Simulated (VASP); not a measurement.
Set up this calculation in VASP 6.6.1, as the native input.

```
Task                   : single point
Functional             : PBE
Potentials or basis    : VASP PAW PBE potentials, release 64 (Sr_sv, Cl)
Cutoff                 : 520 eV
k mesh                 : 6 × 6 × 6
Occupations            : gaussian, width 0.05 eV
Spin                   : no spin polarisation
Dipole correction      : no
Further INCAR settings : ALGO = Normal; EDIFF = 1e-06; NBANDS = 19
```

The structure of SrCl2 lies in POSCAR:

```
SrCl2
1.0
    0.0000000000      3.2799810787      3.9359772944
    3.2799810787      0.0000000000      3.9359772944
    3.2799810787      3.2799810787      0.0000000000
Sr Cl
1 2
Direct
    0.0000000000      0.0000000000      0.0000000000
    0.2500000000      0.2500000000      0.2500000000
    0.7500000000      0.7500000000      0.7500000000
```

This cell differs from its parent crystal: ratio of the length along z to the lengths across it x 1.2, volume and fractional coordinates fixed.

The input as run:

INCAR

```
ALGO     = Normal         # electronic algorithm
EDIFF    = 1E-6           # SCF threshold, eV
ENCUT    = 520            # plane-wave cutoff, eV
GGA      = PE             # functional
ISIF     = 2              # what is computed and relaxed
ISMEAR   = 0              # smearing method
LASPH    = T              # aspherical terms in the spheres
LCHARG   = T              # write CHGCAR
LELF     = T              # ELF
LREAL    = F              # projectors in reciprocal space
LVHAR    = T            
LWAVE    = F              # write WAVECAR
NBANDS   = 19             # bands
NELM     = 80             # most SCF steps
PREC     = Accurate       # precision mode
SIGMA    = 0.05           # smearing width, eV
```

KPOINTS

```
k-points
0
Gamma
  6 6 6
```

Potentials or basis: VASP PAW PBE potentials, release 64 (Sr_sv, Cl).

Command:

```sh
$ cat potpaw_PBE.64/Sr_sv/POTCAR potpaw_PBE.64/Cl/POTCAR > POTCAR
$ mpirun -np 1 vasp_std > vasp.out
```

It gave:

```json
{"Pressure": "1.4 GPa", "Band gap on the k mesh": "3.95 eV, indirect (least direct gap 4.29 eV)"}
```

Run time: 37 s on 1 thread of AMD EPYC 9R14 (Zen 4), with other jobs on the host, peak memory 0.21 GiB.
